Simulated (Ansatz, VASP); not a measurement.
**Pd2C: VASP beside Ansatz**

```
CELL_PARAMETERS angstrom
0.00000 2.67434 2.67434
2.67434 0.00000 2.67434
2.67434 2.67434 0.00000
ATOMIC_POSITIONS crystal
Pd 0.25000 0.25000 0.25000
Pd 0.75000 0.75000 0.75000
C 0.00000 0.00000 0.00000
```

Change from the starting cell: species swapped into the PbF2 type (Fm-3m, No. 225).

Alike in both runs: functional PBE; k mesh 16 × 16 × 16; occupations gaussian, width 0.1 eV; no spin polarisation.

Ansatz relaxed the structure, and its values are those at the end. VASP's run is a single point on that final structure, the one shown.

|  | VASP | Ansatz |
| --- | --- | --- |
| version | VASP 6.6.1 | Ansatz 0.2.0 |
| potentials or method | VASP PAW PBE potentials, release 64 (Pd, C), cutoff 520 eV | scalar-relativistic, plane waves, PAW |
| valence electrons in the cell | 24 | 40 |

VASP gave:

| Property | Result |
| --- | --- |
| gap on the k mesh at the Fermi level (eV) | none |
| pressure (GPa) | -0.1 |

**Question.** What did Ansatz give for the same quantities?

**Answer.** gap on the k mesh at the Fermi level (eV): none; pressure (GPa): 0.0.

A gap of «none» marks a metal or a gap that the smearing closes. VASP's potentials hold 24 valence electrons a cell and Ansatz's 40, so a difference there can come from the potentials and not from the codes.
